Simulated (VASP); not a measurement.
# AlN (F-43m) in VASP: single point with PBE

Aim: the single point of AlN with PBE.

Program: VASP 6.6.1. These are calculated values, not measurements. Logs are shortened: lines on timing, memory, paths and dates and some standing lists are left out, and cuts for length are marked.

## 1. The cell of the first run

It takes space group F-43m (No. 216, cubic). The conventional cell has a = 4.368 Å, b = 4.368 Å, c = 4.368 Å, α = 90.00°, β = 90.00°, γ = 90.00°. Al (site symmetry -43m) has 4 N at 1.89 Å within 2.5 Å. N (site symmetry -43m) has 4 Al at 1.89 Å within 2.5 Å.

## 2. Single point, PBE

Contents of INCAR:

```
PREC = Accurate ; ENCUT = 520
EDIFF = 1E-6 ; ISMEAR = 0
SIGMA = 0.05 ; LREAL = Auto
LASPH = T ; NELM = 100
ALGO = Normal ; ISIF = 2
LWAVE = F ; LCHARG = F
GGA = PE ; NBANDS = 141
```

Contents of KPOINTS:

```
Automatic mesh
0
Gamma
  2 2 2
```

Contents of POSCAR:

```
AlN
1.0
    0.0000000000      6.5519810000      6.5519810000
    6.5519810000      0.0000000000      6.5519810000
    6.5519810000      6.5519810000      0.0000000000
Al N
27 27
Direct
    0.0000000000      0.0000000000      0.0000000000
    0.0000000000      0.0000000000      0.3333330000
    0.0000000000      0.0000000000      0.6666670000
    0.0000000000      0.3333330000      0.0000000000
    0.0000000000      0.3333330000      0.3333330000
    0.0000000000      0.3333330000      0.6666670000
    0.0000000000      0.6666670000      0.0000000000
    0.0000000000      0.6666670000      0.3333330000
    0.0000000000      0.6666670000      0.6666670000
    0.3333330000      0.0000000000      0.0000000000
    0.3333330000      0.0000000000      0.3333330000
    0.3333330000      0.0000000000      0.6666670000
    0.3333330000      0.3333330000      0.0000000000
    0.3333330000      0.3333330000      0.3333330000
    0.3333330000      0.3333330000      0.6666670000
    0.3333330000      0.6666670000      0.0000000000
    0.3333330000      0.6666670000      0.3333330000
    0.3333330000      0.6666670000      0.6666670000
    0.6666670000      0.0000000000      0.0000000000
    0.6666670000      0.0000000000      0.3333330000
    0.6666670000      0.0000000000      0.6666670000
    0.6666670000      0.3333330000      0.0000000000
    0.6666670000      0.3333330000      0.3333330000
    0.6666670000      0.3333330000      0.6666670000
    0.6666670000      0.6666670000      0.0000000000
    0.6666670000      0.6666670000      0.3333330000
    0.6666670000      0.6666670000      0.6666670000
    0.2500000000      0.2500000000      0.2500000000
    0.2500000000      0.2500000000      0.5833330000
    0.2500000000      0.2500000000      0.9166670000
    0.2500000000      0.5833330000      0.2500000000
    0.2500000000      0.5833330000      0.5833330000
    0.2500000000      0.5833330000      0.9166670000
    0.2500000000      0.9166670000      0.2500000000
    0.2500000000      0.9166670000      0.5833330000
    0.2500000000      0.9166670000      0.9166670000
    0.5833330000      0.2500000000      0.2500000000
    0.5833330000      0.2500000000      0.5833330000
    0.5833330000      0.2500000000      0.9166670000
    0.5833330000      0.5833330000      0.2500000000
    0.5833330000      0.5833330000      0.5833330000
    0.5833330000      0.5833330000      0.9166670000
    0.5833330000      0.9166670000      0.2500000000
    0.5833330000      0.9166670000      0.5833330000
    0.5833330000      0.9166670000      0.9166670000
    0.9166670000      0.2500000000      0.2500000000
    0.9166670000      0.2500000000      0.5833330000
    0.9166670000      0.2500000000      0.9166670000
    0.9166670000      0.5833330000      0.2500000000
    0.9166670000      0.5833330000      0.5833330000
    0.9166670000      0.5833330000      0.9166670000
    0.9166670000      0.9166670000      0.2500000000
    0.9166670000      0.9166670000      0.5833330000
    0.9166670000      0.9166670000      0.9166670000
```

Potentials or basis: VASP PAW PBE potentials, release 64 (Al, N).

Command:

```
> cat potpaw_PBE.64/Al/POTCAR potpaw_PBE.64/N/POTCAR > POTCAR
> mpirun -np 1 vasp_std > vasp.out
```

OUTCAR:

```text
PREC = Accurate
   ENCUT = 520
   EDIFF = 1E-6
   ISMEAR = 0
   LREAL = Auto
   LASPH = T
   NELM = 100
   ISIF = 2
   GGA = PE

 ion  position               nearest neighbor table
   1  0.000  0.000  0.000-  54 1.89  48 1.89  52 1.89  36 1.89   7 3.09   8 3.09  10 3.09  12 3.09
                            16 3.09  19 3.09  20 3.09  22 3.09   2 3.09   3 3.09   4 3.09   6 3.09
   2  0.000  0.000  0.333-  52 1.89  46 1.89  34 1.89  53 1.89  10 3.09  11 3.09  17 3.09  20 3.09
                            23 3.09   1 3.09   4 3.09   5 3.09   8 3.09  21 3.09   9 3.09   3 3.09
   3  0.000  0.000  0.667-  35 1.89  47 1.89  53 1.89  54 1.89  12 3.09  18 3.09  19 3.09  21 3.09
                            24 3.09   1 3.09   6 3.09   7 3.09   9 3.09  11 3.09   5 3.09   2 3.09
   4  0.000  0.333  0.000-  48 1.89  46 1.89  30 1.89  51 1.89  10 3.09  13 3.09  15 3.09  22 3.09
                            23 3.09   1 3.09   2 3.09   5 3.09   6 3.09   9 3.09  25 3.09   7 3.09
   5  0.000  0.333  0.333-  46 1.89  28 1.89  47 1.89  49 1.89  14 3.09  23 3.09   2 3.09   4 3.09
                            11 3.09  13 3.09   3 3.09   7 3.09  24 3.09  26 3.09   6 3.09   8 3.09
   6  0.000  0.333  0.667-  29 1.89  47 1.89  48 1.89  50 1.89  15 3.09  22 3.09  24 3.09   1 3.09
                             3 3.09   4 3.09  12 3.09  14 3.09  27 3.09   8 3.09   9 3.09   5 3.09
   7  0.000  0.667  0.000-  33 1.89  49 1.89  51 1.89  54 1.89  16 3.09  18 3.09  19 3.09  25 3.09
                            26 3.09   1 3.09   3 3.09   8 3.09   9 3.09  13 3.09   5 3.09   4 3.09
   8  0.000  0.667  0.333-  31 1.89  49 1.89  50 1.89  52 1.89  17 3.09  20 3.09  26 3.09   1 3.09
                             2 3.09   7 3.09  16 3.09  14 3.09  27 3.09   5 3.09   9 3.09   6 3.09
   9  0.000  0.667  0.667-  51 1.89  53 1.89  32 1.89  50 1.89  25 3.09  27 3.09   3 3.09   7 3.09
[... 70 lines left out ...]
 A1 = (   0.0000000000,   6.5519810000,   6.5519810000)
 A2 = (   6.5519810000,   0.0000000000,   6.5519810000)
 A3 = (   6.5519810000,   6.5519810000,   0.0000000000)

Analysis of symmetry for initial positions (statically):
=====================================================================
 Subroutine PRICEL returns following result:

  LATTYP: Found a face centered cubic cell.
 ALAT       =     4.3679829653

  Lattice vectors:

 A1 = (   0.0000000000,   2.1839914827,   2.1839914827)
 A2 = (   2.1839914827,   0.0000000000,   2.1839914827)
 A3 = (   2.1839914827,   2.1839914827,   0.0000000000)

  27 primitive cells build up your supercell.

 Routine SETGRP: Setting up the symmetry group for a
 face centered cubic supercell.

 Subroutine GETGRP returns: Found 24 space group operations
 (whereof 24 operations were pure point group operations)
 out of a pool of 48 trial point group operations.

The static configuration has the point symmetry T_d .

Analysis of symmetry for dynamics (positions and initial velocities):
=====================================================================
 Subroutine PRICEL returns following result:

  LATTYP: Found a face centered cubic cell.
 ALAT       =     4.3679829653

  Lattice vectors:

 A1 = (   0.0000000000,   2.1839914827,   2.1839914827)
 A2 = (   2.1839914827,   0.0000000000,   2.1839914827)
 A3 = (   2.1839914827,   2.1839914827,   0.0000000000)

  27 primitive cells build up your supercell.

 Routine SETGRP: Setting up the symmetry group for a
 face centered cubic supercell.

 Subroutine GETGRP returns: Found 24 space group operations
 (whereof 24 operations were pure point group operations)
 out of a pool of 48 trial point group operations.

The dynamic configuration has the point symmetry T_d .

 Subroutine INISYM returns: Found 24 space group operations
 (whereof 24 operations are pure point group operations),
 and found    27 'primitive' translations

----------------------------------------------------------------------------------------

                                     Primitive cell

  volume of cell :      20.8345

  direct lattice vectors                    reciprocal lattice vectors
     0.000000000  2.183991483  2.183991483    -0.228938622  0.228938622  0.228938622
     2.183991483  0.000000000  2.183991483     0.228938622 -0.228938622  0.228938622
     2.183991483  2.183991483  0.000000000     0.228938622  0.228938622 -0.228938622

  length of vectors
     3.088630375  3.088630375  3.088630375     0.396533325  0.396533325  0.396533325

  position of ions in fractional coordinates (direct lattice)
     0.000000000  0.000000000  0.000000000
     0.750003750  0.750003750  0.750003750

  ion indices of the primitive-cell ions
   primitive index   ion index
                 1           1
                 2          54

----------------------------------------------------------------------------------------

 KPOINTS: Automatic mesh

Automatic generation of k-mesh.
 Grid dimensions read from file:
 generate k-points for:    2    2    2

 Generating k-lattice:

  Cartesian coordinates                     Fractional coordinates (reciprocal lattice)
    -0.038156399  0.038156399  0.038156399     0.500000000  0.000000000  0.000000000
     0.038156399 -0.038156399  0.038156399     0.000000000  0.500000000  0.000000000
     0.038156399  0.038156399 -0.038156399     0.000000000  0.000000000  0.500000000

  Length of vectors
     0.066088821  0.066088821  0.066088821

  Shift w.r.t. Gamma in fractional coordinates (k-lattice)
     0.000000000  0.000000000  0.000000000

 Subroutine IBZKPT returns following result:
 ===========================================

 Found      3 irreducible k-points:

 Following reciprocal coordinates:
            Coordinates               Weight
  0.000000  0.000000  0.000000      1.000000
  0.500000  0.000000  0.000000      4.000000
  0.500000  0.500000  0.000000      3.000000
   k-points           NKPTS =      3   k-points in BZ     NKDIM =      3   number of bands    NBANDS=    141
   number of dos      NEDOS =    301   number of ions     NIONS =     54
   total plane-waves  NPLWV = 343000
   dimension x,y,z NGX =    70 NGY =   70 NGZ =   70
   dimension x,y,z NGXF=   140 NGYF=  140 NGZF=  140
   ions per type =              27  27
   NGX,Y,Z   is equivalent  to a cutoff of  12.56, 12.56, 12.56 a.u.
   NGXF,Y,Z  is equivalent  to a cutoff of  25.12, 25.12, 25.12 a.u.
 SYSTEM =  unknown system
   PREC   = accura    normal or accurate (medium, high low for compatibility)
   ISTART =      0    job   : 0-new  1-cont  2-samecut
   ICHARG =      2    charge: 1-file 2-atom 10-const
   ISPIN  =      1    spin polarized calculation?
   LNONCOLLINEAR =      F non collinear calculations
   LSORBIT =      F    spin-orbit coupling
   LASPH  =      T    aspherical Exc in radial PAW
   ENCUT  =  520.0 eV  38.22 Ry    6.18 a.u.  17.23 17.23 17.23*2*pi/ulx,y,z
   NELM   =    100;   NELMIN=  2; NELMDL= -5     # of ELM steps
   EDIFF  = 0.1E-05   stopping-criterion for ELM
   LREAL  =      T    real-space projection
   EDIFFG = 0.1E-04   stopping-criterion for IOM
   NSW    =      0    number of steps for IOM
   IBRION =     -1    ionic relax: 0-MD 1-quasi-New 2-CG
   NFREE  =      0    steps in history (QN), initial steepest desc. (CG)
   ISIF   =      2    stress and relaxation
   ISYM   =      2    0-nonsym 1-usesym 2-fastsym
   POTIM  = 0.5000    time-step for ionic-motion
   TEBEG  =    0.0;   TEEND  =   0.0 temperature during run
   PSTRESS=    0.0 pullay stress
   NELECT =     216.0000    total number of electrons
   NUPDOWN=      -1.0000    fix difference up-down
   EMIN   =  10.00;   EMAX   =-10.00  energy-range for DOS
   EFERMI =   0.00;   METHOD = LEGACY
   ISMEAR =     0;   SIGMA  =   0.05  broadening in eV -4-tet -1-fermi 0-gaus
   EFERMI_NEDOS =   21; number of points for ismear=-14 and -15
   IALGO  =     38    algorithm
   IMIX   =      4    mixing-type and parameters
     AMIX     =   0.40;   BMIX     =  1.00
     AMIX_MAG =   1.60;   BMIX_MAG =  1.00
  volume/ion in A,a.u.               =      10.42        70.30
  Fermi-wavevector in a.u.,A,eV,Ry     =   1.189899  2.248583 19.263942  1.415860
  Thomas-Fermi vector in A             =   2.325996
   LORBIT       =      0    0 simple, 1 ext, 2 COOP (PROOUT), +10 PAW based schemes
   GGA     = PE    functional components
   LHFCALC =     F    Hartree Fock is set to
   AEXX    =    0.0000 exact exchange contribution
   IVDW    =     0    specifies the selected vdW correction
   LEPSILON=     F    determine dielectric tensor
   LRPA    =     F    only Hartree local field effects (RPA)
 non-spin polarized calculation
 Gauss-broadening in eV      SIGMA  =   0.05
  energy-cutoff  :      520.00
  volume of cell :      562.53
 maximum number of plane-waves:     15156
 NGX is ok and might be reduce to    70
   NGX = 35   NGY = 35   NGZ = 35

 number of electron     216.0000001 magnetization

 Free energy of the ion-electron system (eV)
  ---------------------------------------------------
  ext. energy  EPLUGINS =         0.00000000
  ---------------------------------------------------
  free energy    TOTEN  =      -400.64960476 eV

  energy without entropy =     -400.64960476  energy(sigma->0) =     -400.64960476

 E-fermi :   6.2177     XC(G=0): -10.9330

 val. band max:        5.9720186784   @ k =   0.0000   0.0000   0.0000
 cond. band min:       9.2883126518   @ k =   0.5000   0.5000   0.0000
 fundamental gap:      3.3162939734
 Fermi energy:         6.2176606450

 k-point     1 :       0.0000    0.0000    0.0000
  band No.  band energies     occupation
      1      -9.0093      2.00000
      2      -7.6255      2.00000
      3      -7.6255      2.00000
      4      -7.6255      2.00000
      5      -7.6255      2.00000
      6      -7.6255      2.00000
[... 358 lines left out ...]
    119      12.4025      0.00000
    120      12.4026      0.00000
 [bands above 120 left out]

------------------------ aborting loop because EDIFF is reached ----------------------------------------

  FORCE on cell =-STRESS in cart. coord.  units (eV):
  Direction    XX          YY          ZZ          XY          YZ          ZX
  --------------------------------------------------------------------------------------
  -------------------------------------------------------------------------------------
  Total       16.1472707     16.1472707     16.1472707      0.0000000      0.0000000      0.0000000
  in kB       45.9898321     45.9898321     45.9898321      0.0000000      0.0000000      0.0000000
  external PRESSURE =      45.9898321 kB  Pullay stress =       0.0000000 kB

 VOLUME and BASIS-vectors are now :
 -----------------------------------------------------------------------------
  energy-cutoff  :      520.00
  volume of cell :      562.53
      direct lattice vectors                 reciprocal lattice vectors
     0.000000000  6.551981000  6.551981000    -0.076312798  0.076312798  0.076312798
     6.551981000  0.000000000  6.551981000     0.076312798 -0.076312798  0.076312798
     6.551981000  6.551981000  0.000000000     0.076312798  0.076312798 -0.076312798

 POSITION                                       TOTAL-FORCE (eV/Angst)
 -----------------------------------------------------------------------------------
      0.00000      0.00000      0.00000         0.000000      0.000000      0.000000
      2.18399      2.18399      0.00000         0.000000      0.000000      0.000000
      4.36799      4.36799      0.00000         0.000000      0.000000      0.000000
      2.18399      0.00000      2.18399         0.000000      0.000000      0.000000
      4.36798      2.18399      2.18399         0.000000      0.000000      0.000000
      6.55198      4.36799      2.18399         0.000000      0.000000      0.000000
[... 46 lines left out ...]
      9.82797      9.82797     12.01197         0.000000      0.000000      0.000000
     12.01197     12.01197     12.01197        -0.000000     -0.000000     -0.000000
 -----------------------------------------------------------------------------------
    total drift:                               -0.000005     -0.000005     -0.000005

  FREE ENERGIE OF THE ION-ELECTRON SYSTEM (eV)
  ---------------------------------------------------
  free  energy   TOTEN  =      -400.6496047594 eV

  energy  without entropy=     -400.6496047594  energy(sigma->0) =     -400.64960476
```

Wall time 16 min (1 thread of Intel Xeon 8259CL, shared host); peak memory 0.74 GiB.

What came out:

- Free energy: -400.6496 eV
- Pressure: 4.6 GPa
- Band gap on the k mesh: 3.32 eV

Caveat: the cell stands under pressure.
